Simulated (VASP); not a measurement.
# TiAl: single point with PBEsol

Crystal: TiAl.

```xyz
2
Lattice="3.6700 0.0000 0.0000 0.0000 3.6700 0.0000 0.0000 0.0000 2.3855" Properties=species:S:1:pos:R:3 pbc="T T T"
Ti    0.0000    0.0000    0.0000
Al    1.8350    1.8350    1.1927
```

This cell differs from its parent crystal: ratio of the length along z to the lengths across it x 0.65, volume and fractional coordinates fixed.

```
Program             : VASP 6.6.1
Task                : single point
Functional          : PBEsol
Potentials or basis : VASP PAW PBE potentials, release 64 (Ti_sv, Al)
Cutoff              : 520 eV
k mesh              : 16 × 16 × 16
Occupations         : gaussian, width 0.15 eV
Spin                : no spin polarisation
```

| Property | Result |
| --- | --- |
| Pressure | 4.6 GPa |
| Band gap on the k mesh | zero (an odd number of electrons rules out a gap without spin polarisation) |

Stress tensor (GPa, compression positive):
```
-6.73  0.00  0.00
 0.00 -6.73  0.00
 0.00  0.00 27.23
```

Levels at points of the mesh, in eV from the Fermi level:
```csv
k point,band 6,band 7,band 8,band 9,band 10,band 11
"(0.00, 0.00, 0.00)",-1.79,-1.63,0.55,1.04,1.04,3.75
"(0.50, 0.00, 0.00)",-5.33,-1.46,-1.39,1.61,3.57,3.77
"(0.50, 0.50, 0.00)",-3.24,-3.24,-2.00,1.61,1.78,3.31
"(0.00, 0.00, 0.50)",-2.34,-1.13,-1.13,0.88,1.91,5.40
"(0.50, 0.00, 0.50)",-2.00,-0.85,-0.15,0.93,0.98,2.81
"(0.50, 0.50, 0.50)",-2.61,-2.47,1.97,2.55,3.32,3.32
```

Wall time 2.3 min on 1 thread of AMD EPYC 9R45 96-Core Processor (Zen 5), on a shared host, peak memory 0.26 GiB.

Caveat: the cell stands under pressure; the PAW data sets were made with another functional, which shifts forces and pressure a little.
